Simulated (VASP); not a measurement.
# Al6N in VASP: notebook

Al6N is run at these levels: PBE; tasks: single point.

All numbers are computed with VASP 6.6.1; they aren't measurements. Logs are shortened: lines on timing, memory, paths and dates and some standing lists are left out, and cuts for length are marked.

**1. The cell of the first run**

The cell holds a slab with vacuum, 14 atoms: a = 5.714 Å, b = 5.714 Å, c = 21.201 Å, α = 90.00°, β = 90.00°, γ = 120.00°.

**2. Single point, PBE**

INCAR

```
SYSTEM = Al6N
PREC     = Accurate       ! precision mode
ENCUT    = 520            ! plane-wave cutoff, eV
EDIFF    = 1E-6           ! SCF threshold, eV
ISMEAR   = 0              ! smearing method
SIGMA    = 0.1            ! smearing width, eV
LREAL    = .False.        ! projectors in reciprocal space
LASPH    = .True.         ! aspherical terms in the spheres
NELM     = 100            ! most SCF steps
ALGO     = Normal         ! electronic algorithm
ISIF     = 2              ! what is computed and relaxed
LWAVE    = .False.        ! write WAVECAR
LCHARG   = .False.        ! write CHGCAR
LDIPOL   = .True.       
IDIPOL   = 3            
DIPOL    = 0.5 0.5 0.344
GGA      = PE             ! functional
NBANDS   = 36             ! bands
```

KPOINTS

```
Automatic mesh
0
Gamma
  6 6 1
  0 0 0
```

POSCAR

```
Al6N
1.0
    5.7135165839      0.0000000000      0.0000000000
   -2.8567582919      4.9480505066      0.0000000000
    0.0000000000      0.0000000000     21.2013781942
Al N
12 2
Direct
    0.3333333333      0.1666666667      0.1886669802
    0.3333333333      0.6666666667      0.1886669802
    0.8333333333      0.1666666667      0.1886669802
    0.8333333333      0.6666666667      0.1886669802
    0.1666666667      0.3333333333      0.2971844467
    0.1666666667      0.8333333333      0.2971844467
    0.6666666667      0.3333333333      0.2971844467
    0.6666666667      0.8333333333      0.2971844467
    0.0000000000      0.0000000000      0.4056990124
    0.0000000000      0.5000000000      0.4056990124
    0.5000000000      0.0000000000      0.4056990124
    0.5000000000      0.5000000000      0.4056990124
    0.0000000000      0.0833333333      0.5982610859
    0.0000000000      0.0833333333      0.6502517910
```

Potentials or basis: VASP PAW PBE potentials, release 64 (Al, N).

Run with:

```console
$ cat potpaw_PBE.64/Al/POTCAR potpaw_PBE.64/N/POTCAR > POTCAR
$ mpirun -np 1 vasp_std > vasp.out
```

OUTCAR:

```text
SYSTEM = Al6N
   PREC = Accurate
   ENCUT = 520
   EDIFF = 1E-6
   ISMEAR = 0
   LREAL = .False.
   LASPH = .True.
   NELM = 100
   ISIF = 2
   GGA = PE

 ion  position               nearest neighbor table
   1  0.333  0.167  0.189-   5 2.83   6 2.83   7 2.83   2 2.86   2 2.86   3 2.86   3 2.86   4 2.86
                             4 2.86
   2  0.333  0.667  0.189-   6 2.83   5 2.83   8 2.83   1 2.86   1 2.86   4 2.86   4 2.86   3 2.86
                             3 2.86
   3  0.833  0.167  0.189-   7 2.83   8 2.83   5 2.83   4 2.86   4 2.86   1 2.86   1 2.86   2 2.86
                             2 2.86
   4  0.833  0.667  0.189-   8 2.83   7 2.83   6 2.83   3 2.86   3 2.86   2 2.86   2 2.86   1 2.86
                             1 2.86
   5  0.167  0.333  0.297-   9 2.83  12 2.83  10 2.83   1 2.83   2 2.83   3 2.83   6 2.86   6 2.86
                             7 2.86   7 2.86   8 2.86   8 2.86
   6  0.167  0.833  0.297-  10 2.83  11 2.83   9 2.83   2 2.83   1 2.83   4 2.83   5 2.86   5 2.86
                             8 2.86   8 2.86   7 2.86   7 2.86
   7  0.667  0.333  0.297-  11 2.83  10 2.83  12 2.83   3 2.83   4 2.83   1 2.83   8 2.86   8 2.86
                             5 2.86   5 2.86   6 2.86   6 2.86
   8  0.667  0.833  0.297-  12 2.83   9 2.83  11 2.83   4 2.83   3 2.83   2 2.83   7 2.86   7 2.86
                             6 2.86   6 2.86   5 2.86   5 2.86
   9  0.000  0.000  0.406-   5 2.83   8 2.83   6 2.83  10 2.86  10 2.86  11 2.86  11 2.86  12 2.86
                            12 2.86
  10  0.000  0.500  0.406-   6 2.83   7 2.83   5 2.83   9 2.86   9 2.86  12 2.86  12 2.86  11 2.86
                            11 2.86
  11  0.500  0.000  0.406-   7 2.83   6 2.83   8 2.83  12 2.86  12 2.86   9 2.86   9 2.86  10 2.86
                            10 2.86
  12  0.500  0.500  0.406-   8 2.83   5 2.83   7 2.83  11 2.86  11 2.86  10 2.86  10 2.86   9 2.86
                             9 2.86
  13  0.000  0.083  0.598-  14 1.10
  14  0.000  0.083  0.650-  13 1.10

  LATTYP: Found a hexagonal cell.
 ALAT       =     5.7135165839
 C/A-ratio  =     3.7107406416

  Lattice vectors:

 A1 = (   5.7135165839,   0.0000000000,   0.0000000000)
 A2 = (  -2.8567582919,   4.9480505066,   0.0000000000)
 A3 = (   0.0000000000,   0.0000000000,  21.2013781942)

Analysis of symmetry for initial positions (statically):
=====================================================================
 Subroutine PRICEL returns:
 Original cell was already a primitive cell.

 Routine SETGRP: Setting up the symmetry group for a
 hexagonal supercell.

 Subroutine GETGRP returns: Found  1 space group operations
 (whereof  1 operations were pure point group operations)
 out of a pool of 24 trial point group operations.

The static configuration has the point symmetry C_1 .

Analysis of symmetry for dynamics (positions and initial velocities):
=====================================================================
 Subroutine PRICEL returns:
 Original cell was already a primitive cell.

 Routine SETGRP: Setting up the symmetry group for a
 hexagonal supercell.

 Subroutine GETGRP returns: Found  1 space group operations
 (whereof  1 operations were pure point group operations)
 out of a pool of 24 trial point group operations.

The dynamic configuration has the point symmetry C_1 .

 Subroutine INISYM returns: Found  1 space group operations
 (whereof  1 operations are pure point group operations),
 and found     1 'primitive' translations

----------------------------------------------------------------------------------------

                                     Primitive cell

  volume of cell :     599.3793

  direct lattice vectors                    reciprocal lattice vectors
     5.713516584  0.000000000  0.000000000     0.175023558  0.101049898  0.000000000
    -2.856758292  4.948050507  0.000000000     0.000000000  0.202099796  0.000000000
     0.000000000  0.000000000 21.201378194     0.000000000  0.000000000  0.047166745

  length of vectors
     5.713516584  5.713516584 21.201378194     0.202099796  0.202099796  0.047166745

  position of ions in fractional coordinates (direct lattice)
     0.333333333  0.166666667  0.188666980
     0.333333333  0.666666667  0.188666980
     0.833333333  0.166666667  0.188666980
     0.833333333  0.666666667  0.188666980
     0.166666667  0.333333333  0.297184447
     0.166666667  0.833333333  0.297184447
     0.666666667  0.333333333  0.297184447
     0.666666667  0.833333333  0.297184447
     0.000000000  0.000000000  0.405699012
     1.000000000  0.500000000  0.405699012
     0.500000000  0.000000000  0.405699012
     0.500000000  0.500000000  0.405699012
     1.000000000  0.083333333  0.598261086
     1.000000000  0.083333333  0.650251791

  ion indices of the primitive-cell ions
   primitive index   ion index
                 1           1
                 2           2
                 3           3
                 4           4
                 5           5
                 6           6
                 7           7
                 8           8
                 9           9
                10          10
                11          11
                12          12
                13          13
                14          14

----------------------------------------------------------------------------------------

 KPOINTS: Automatic mesh

Automatic generation of k-mesh.
 Grid dimensions read from file:
 generate k-points for:    6    6    1

 Generating k-lattice:

  Cartesian coordinates                     Fractional coordinates (reciprocal lattice)
     0.029170593  0.016841650  0.000000000     0.166666667  0.000000000  0.000000000
     0.000000000  0.033683299  0.000000000     0.000000000  0.166666667  0.000000000
     0.000000000  0.000000000  0.047166745     0.000000000  0.000000000  1.000000000

  Length of vectors
     0.033683299  0.033683299  0.047166745

  Shift w.r.t. Gamma in fractional coordinates (k-lattice)
     0.000000000  0.000000000  0.000000000

 Subroutine IBZKPT returns following result:
 ===========================================

 Found     20 irreducible k-points:

 Following reciprocal coordinates:
            Coordinates               Weight
  0.000000  0.000000  0.000000      1.000000
  0.166667 -0.000000  0.000000      2.000000
  0.000000  0.166667  0.000000      2.000000
 -0.166667  0.166667  0.000000      2.000000
  0.333333 -0.000000  0.000000      2.000000
  0.000000  0.333333  0.000000      2.000000
[... 12 lines left out ...]
  0.500000 -0.166667  0.000000      2.000000
  0.333333  0.333333  0.000000      2.000000
   k-points           NKPTS =     20   k-points in BZ     NKDIM =     20   number of bands    NBANDS=     36
   number of dos      NEDOS =    301   number of ions     NIONS =     14
   total plane-waves  NPLWV = 282240
   dimension x,y,z NGX =    42 NGY =   42 NGZ =  160
   dimension x,y,z NGXF=    84 NGYF=   84 NGZF=  320
   ions per type =              12   2
   NGX,Y,Z   is equivalent  to a cutoff of  12.22, 12.22, 12.55 a.u.
   NGXF,Y,Z  is equivalent  to a cutoff of  24.44, 24.44, 25.09 a.u.
 SYSTEM =  Al6N
   PREC   = accura    normal or accurate (medium, high low for compatibility)
   ISTART =      0    job   : 0-new  1-cont  2-samecut
   ICHARG =      2    charge: 1-file 2-atom 10-const
   ISPIN  =      1    spin polarized calculation?
   LNONCOLLINEAR =      F non collinear calculations
   LSORBIT =      F    spin-orbit coupling
   LASPH  =      T    aspherical Exc in radial PAW
   ENCUT  =  520.0 eV  38.22 Ry    6.18 a.u.  10.62 10.62 39.42*2*pi/ulx,y,z
   NELM   =    100;   NELMIN=  2; NELMDL= -5     # of ELM steps
   EDIFF  = 0.1E-05   stopping-criterion for ELM
   LREAL  =      F    real-space projection
   EDIFFG = 0.1E-04   stopping-criterion for IOM
   NSW    =      0    number of steps for IOM
   IBRION =     -1    ionic relax: 0-MD 1-quasi-New 2-CG
   NFREE  =      0    steps in history (QN), initial steepest desc. (CG)
   ISIF   =      2    stress and relaxation
   ISYM   =      2    0-nonsym 1-usesym 2-fastsym
   POTIM  = 0.5000    time-step for ionic-motion
   TEBEG  =    0.0;   TEEND  =   0.0 temperature during run
   PSTRESS=    0.0 pullay stress
   NELECT =      46.0000    total number of electrons
   NUPDOWN=      -1.0000    fix difference up-down
   EMIN   =  10.00;   EMAX   =-10.00  energy-range for DOS
   EFERMI =   0.00;   METHOD = LEGACY
   ISMEAR =     0;   SIGMA  =   0.10  broadening in eV -4-tet -1-fermi 0-gaus
   EFERMI_NEDOS =   21; number of points for ismear=-14 and -15
   IALGO  =     38    algorithm
   IMIX   =      4    mixing-type and parameters
     AMIX     =   0.40;   BMIX     =  1.00
     AMIX_MAG =   1.60;   BMIX_MAG =  1.00
  volume/ion in A,a.u.               =      42.81       288.92
  Fermi-wavevector in a.u.,A,eV,Ry     =   0.695708  1.314697  6.585347  0.484009
  Thomas-Fermi vector in A             =   1.778555
   LORBIT       =      0    0 simple, 1 ext, 2 COOP (PROOUT), +10 PAW based schemes
   GGA     = PE    functional components
   LHFCALC =     F    Hartree Fock is set to
   AEXX    =    0.0000 exact exchange contribution
   IVDW    =     0    specifies the selected vdW correction
   LEPSILON=     F    determine dielectric tensor
   LRPA    =     F    only Hartree local field effects (RPA)
 non-spin polarized calculation
 Gauss-broadening in eV      SIGMA  =   0.10
  energy-cutoff  :      520.00
  volume of cell :      599.38
 maximum number of plane-waves:     16171
   NGX = 21   NGY = 21   NGZ = 79

 dipolmoment           0.000000      0.000000     -0.002111 electrons x Angstroem

 number of electron      46.0000001 magnetization

 dipolmoment           0.000000      0.000000      0.001710 electrons x Angstroem

 Free energy of the ion-electron system (eV)
  ---------------------------------------------------
  ext. energy  EPLUGINS =         0.00000000
  ---------------------------------------------------
  free energy    TOTEN  =       -58.77982199 eV

  energy without entropy =      -58.74844082  energy(sigma->0) =      -58.76413141

 E-fermi :   0.3488     XC(G=0):  -4.8266

 val. band max:        0.3308904124   @ k =  -0.3333   0.5000   0.0000
 cond. band min:       0.3976313923   @ k =   0.1667   0.1667   0.0000
 fundamental gap:      0.0667409799
 Fermi energy:         0.3488069968

 k-point     1 :       0.0000    0.0000    0.0000
  band No.  band energies     occupation
      1     -24.2381      2.00000
      2     -10.2246      2.00000
      3      -9.3577      2.00000
      4      -8.5152      2.00000
      5      -7.4994      2.00000
      6      -7.4993      2.00000
[... 27 lines left out ...]
     34       2.9924      0.00000
     35       3.0002      0.00000
[... 690 lines left out ...]
      4      -8.2299      2.00000
      5      -8.2288      2.00000
      6      -7.5109      2.00000
[... 27 lines left out ...]
     34       3.1734      0.00000
     35       3.6881      0.00000
 [bands above 35 left out]

------------------------ aborting loop because EDIFF is reached ----------------------------------------

 vacuum level on the upper side and lower side of the slab       (xc-potential included)        -0.179        -0.125

  FORCE on cell =-STRESS in cart. coord.  units (eV):
  Direction    XX          YY          ZZ          XY          YZ          ZX
  --------------------------------------------------------------------------------------
  -------------------------------------------------------------------------------------
  Total       -2.8175349     -2.8221305      1.7747101     -0.0023510      0.0001803      0.0010717
  in kB       -7.5314428     -7.5437271      4.7439083     -0.0062844      0.0004819      0.0028648
  external PRESSURE =      -3.4437539 kB  Pullay stress =       0.0000000 kB

 VOLUME and BASIS-vectors are now :
 -----------------------------------------------------------------------------
  energy-cutoff  :      520.00
  volume of cell :      599.38
      direct lattice vectors                 reciprocal lattice vectors
     5.713516584  0.000000000  0.000000000     0.175023558  0.101049898  0.000000000
    -2.856758292  4.948050507  0.000000000     0.000000000  0.202099796  0.000000000
     0.000000000  0.000000000 21.201378194     0.000000000  0.000000000  0.047166745

 POSITION                                       TOTAL-FORCE (eV/Angst)
 -----------------------------------------------------------------------------------
      1.42838      0.82468      4.00000        -0.001649     -0.000342      0.003039
     -0.00000      3.29870      4.00000         0.000112     -0.000204      0.004205
      4.28514      0.82468      4.00000         0.001950     -0.000754      0.002857
      2.85676      3.29870      4.00000        -0.000265      0.001166      0.003093
      0.00000      1.64935      6.30072        -0.000353     -0.003272     -0.002288
     -1.42838      4.12338      6.30072        -0.002793      0.001422      0.000525
      2.85676      1.64935      6.30072         0.000413     -0.000363     -0.000325
      1.42838      4.12338      6.30072         0.002694      0.001798     -0.000905
      0.00000      0.00000      8.60138        -0.001110      0.001696     -0.001259
     -1.42838      2.47403      8.60138        -0.000296     -0.002551     -0.003339
      2.85676      0.00000      8.60138         0.001194      0.002668     -0.003141
      1.42838      2.47403      8.60138        -0.000251     -0.000995     -0.003150
     -0.23806      0.41234     12.68396         0.000501     -0.000303     -1.745068
     -0.23806      0.41234     13.78623        -0.000147      0.000035      1.745758
 -----------------------------------------------------------------------------------
    total drift:                                0.000017      0.000055      0.000682

  FREE ENERGIE OF THE ION-ELECTRON SYSTEM (eV)
  ---------------------------------------------------
  free  energy   TOTEN  =       -58.7798219950 eV

  energy  without entropy=      -58.7484408244  energy(sigma->0) =      -58.76413141

 vacuum level on the upper side and lower side of the slab         4.120         4.154
```

Run time: 27 min. Hardware: 1 thread of Intel Xeon 8259CL, shared host; peak memory 0.79 GiB.

What came out:

* Free energy: -58.7798 eV
* Largest force: 1.746 eV/Å
* Band gap on the k mesh: zero (bands 23 and 24 overlap by 1.02 eV)

Forces in eV/Å, atoms in the order of the input:
```
Al  -0.002  0.000  0.003
Al   0.000  0.000  0.004
Al   0.002 -0.001  0.003
Al   0.000  0.001  0.003
Al   0.000 -0.003 -0.002
Al  -0.003  0.001  0.001
Al   0.000  0.000  0.000
Al   0.003  0.002 -0.001
Al  -0.001  0.002 -0.001
Al   0.000 -0.003 -0.003
Al   0.001  0.003 -0.003
Al   0.000 -0.001 -0.003
N    0.001  0.000 -1.745
N    0.000  0.000  1.746
```

Levels at points of the mesh, in eV from the Fermi level:
```
           k point  band 21  band 22  band 23  band 24  band 25  band 26
(0.00, 0.00, 0.00)    -2.73    -0.39    -0.39    -0.39    -0.15    -0.15
(0.50, 0.00, 0.00)    -0.49    -0.22    -0.22     0.94     0.94     1.30
(0.00, 0.50, 0.00)    -0.49    -0.22    -0.22     0.94     0.94     1.30
(0.50, 0.50, 0.00)    -0.49    -0.22    -0.22     0.94     0.94     1.30
```

Caveat: the standard files for N, O and F lose accuracy on very short bonds.

(Continued in part 2 of 2.)

The gap in the log of VASP goes by the Fermi energy; the results here count the filled bands.